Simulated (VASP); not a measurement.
Wanted: the native input for a VASP 6.6.1 run.

```
Task                   : relaxation of cell and atoms
Functional             : r2SCAN
Potentials or basis    : VASP PAW PBE potentials, release 64 (K_sv)
Cutoff                 : 550 eV
k mesh                 : 12 × 12 × 12
Occupations            : gaussian, width 0.1 eV
Spin                   : no spin polarisation
Dipole correction      : no
Further INCAR settings : ALGO = Normal; EDIFF = 1e-07; IBRION = 2; EDIFFG = -0.01; NSW = 100; ISIF = 3
```

The system is K.

```
K
1.0
    -2.35645    2.35645    3.58500
     2.35645   -2.35645    3.58500
     2.35645    2.35645   -3.58500
K
1
Direct
  0.00000 0.00000 0.00000
```

These files were run (other wordings do the same):

POSCAR

```
K
1.0
   -2.3564515424      2.3564515424      3.5849972594
    2.3564515424     -2.3564515424      3.5849972594
    2.3564515424      2.3564515424     -3.5849972594
K
1
Direct
    0.0000000000      0.0000000000      0.0000000000
```

INCAR.step1

```
PREC = Accurate ; ENCUT = 550
ISMEAR = 0 ; SIGMA = 0.1
LREAL = F ; LASPH = T
NELM = 120 ; GGA = PE
ALGO = Normal ; EDIFF = 1E-5
LWAVE = T ; LCHARG = F
GGA_COMPAT = F ; IBRION = 2
ISIF = 3 ; EDIFFG = -0.005
NELMIN = 4 ; NSW = 100
```

INCAR.step2

```
PREC = Accurate ; ENCUT = 550
EDIFF = 1E-7 ; ISMEAR = 0
SIGMA = 0.1 ; LREAL = F
LASPH = T ; NELM = 120
ALGO = Normal ; ISIF = 3
LWAVE = F ; LCHARG = F
METAGGA = R2SCAN ; LMIXTAU = T
IBRION = 2 ; NSW = 100
EDIFFG = -0.01 ; ISTART = 1
GGA_COMPAT = F ; NELMIN = 4
```

KPOINTS

```
regular mesh
0
Gamma
  12 12 12
```

Potentials or basis: VASP PAW PBE potentials, release 64 (K_sv).

Command:

```console
$ cat potpaw_PBE.64/K_sv/POTCAR > POTCAR
$ cp INCAR.step1 INCAR
$ mpirun -np 1 vasp_std > vasp.out
$ cp INCAR.step2 INCAR
$ mpirun -np 1 vasp_std > vasp.out
```

Results of the run:

The relaxed volume is 76.59 Å³/atom. The relaxed cell is a = 4.793 Å, b = 4.793 Å, c = 4.793 Å, α = 121.04°, β = 121.04°, γ = 88.20° and the space group after relaxing (to 0.1 Å) is I4/mmm (No. 139). The energy gained by relaxing is 2.1 meV/atom, the ionic steps are 8 and the pressure after relaxing is 0.0 GPa. The band gap on the k mesh is zero (an odd number of electrons rules out a gap without spin polarisation).

Caveat: the PAW data sets were made with another functional, which shifts forces and pressure a little.

Wall time 32 min on 1 thread of Intel(R) Xeon(R) 6975P-C (Granite Rapids), on a shared host, peak memory 0.34 GiB.
